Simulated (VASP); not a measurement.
Set up this calculation in VASP 6.6.1, as the native input.

* Task: single point
* Functional: LDA
* Potentials or basis: VASP PAW LDA potentials, release 64 (C_h, F_h)
* Cutoff: 1010 eV
* k mesh: 1 × 1 × 1
* Occupations: fermi-dirac, width 0.05 eV
* Spin: no spin polarisation
* Dipole correction: no
* Further INCAR settings: LREAL = Auto; ALGO = Normal; EDIFF = 1e-06; NBANDS = 154

The structure of CF4 lies in POSCAR:

```
CF4
1.0
    8.9958830000      0.0000000000      0.0000000000
    0.0000000000      8.9958830000      0.0000000000
    0.0000000000      0.0000000000      8.9958830000
C F
8 32
Direct
    0.3280945295      0.1382410154      0.5094997345
    0.3422232148      0.5284083841      0.9229221856
    0.8890733683      0.5399247634      0.9091492186
   -0.0088929569      0.7017876955      0.4196141724
    0.6927502281      0.3599313152      0.2675446090
    0.5037971259      0.8225540506      0.2387203124
    0.1910207147      0.1084607259      0.9679983610
    0.6729411665      1.0043372063      0.7132151452
    0.3997828785      0.1937219504      0.6238298119
    0.3357202400     -0.0077813373      0.5077211431
    0.1914208978      0.2003472033      0.5186150153
    0.3923016784      0.1851291307      0.3905897842
    0.2535604343      0.5978957263      1.0149087088
    0.4275622526      0.4399568114      1.0027475902
    0.2582737014      0.4534518735      0.8272117367
    0.4329091430      0.6244189703      0.8512783014
    0.9243117101      0.6217733156      1.0272810351
    0.9606060906      0.4113103739      0.9110278557
    0.7478420962      0.5177257196      0.9391518320
    0.9138958344      0.6073444930      0.7810128255
    0.0860282420      0.7463969907      0.5200378884
    0.0388177570      0.6104903765      0.3199574739
   -0.1148525387      0.6272536003      0.4914914967
   -0.0674753107      0.8197305367      0.3481592635
    0.5807434356      0.4502392928      0.2855973116
    0.7029882447      0.2702013799      0.3872438092
    0.6715516420      0.2675223766      0.1573386404
    0.8157175899      0.4376779911      0.2444562696
    0.5436375729      0.7482756279      0.1268024495
    0.5695383099      0.7722643792      0.3670123322
    0.5373124573      0.9653860549      0.2212123035
    0.3552180481      0.8132497944      0.2581514233
    0.2883318958      0.1841842541      1.0435329139
    0.1004237160      0.0454763585      1.0636865775
    0.1200438023      0.2050827028      0.8824814640
    0.2581625395      0.0025900737      0.8820923972
    0.7238978097      1.1312619339      0.7797011144
    0.5413142879      0.9680317096      0.7695409111
    0.6537990768      1.0258470458      0.5663813102
    0.7638271863      0.8972993535      0.7325906751
```

The input as run:

INCAR

```
SYSTEM = CF4
PREC     = Accurate       ! precision mode
ENCUT    = 1010           ! plane-wave cutoff, eV
EDIFF    = 1E-6           ! SCF threshold, eV
ISMEAR   = -1             ! smearing method
SIGMA    = 0.05           ! smearing width, eV
LREAL    = Auto         
LASPH    = .TRUE.         ! aspherical terms in the spheres
NELM     = 120            ! most SCF steps
ALGO     = Normal         ! electronic algorithm
ISIF     = 2              ! what is computed and relaxed
LWAVE    = .FALSE.        ! write WAVECAR
LCHARG   = .FALSE.        ! write CHGCAR
GGA      = CA             ! functional
NBANDS   = 154            ! bands
GGA_COMPAT= .FALSE.
```

KPOINTS

```
Automatic mesh
0
G
  1 1 1
  0 0 0
```

Potentials or basis: VASP PAW LDA potentials, release 64 (C_h, F_h).

The run is started by

```sh
$ cat potpaw_LDA.64/C_h/POTCAR potpaw_LDA.64/F_h/POTCAR > POTCAR
$ mpirun -np 1 vasp_gam > vasp.out
```

Results of the run:

The pressure is -0.2 GPa. The largest force is 3.563 eV/Å. The band gap on the k mesh is 8.52 eV.

Caveat: the k points lie up to 0.70 Å⁻¹ apart.

It took 8 min on 1 thread of Intel(R) Xeon(R) Platinum 8259CL CPU @ 2.50GHz (Skylake/Cascade Lake), on a shared host, peak memory 0.99 GiB.
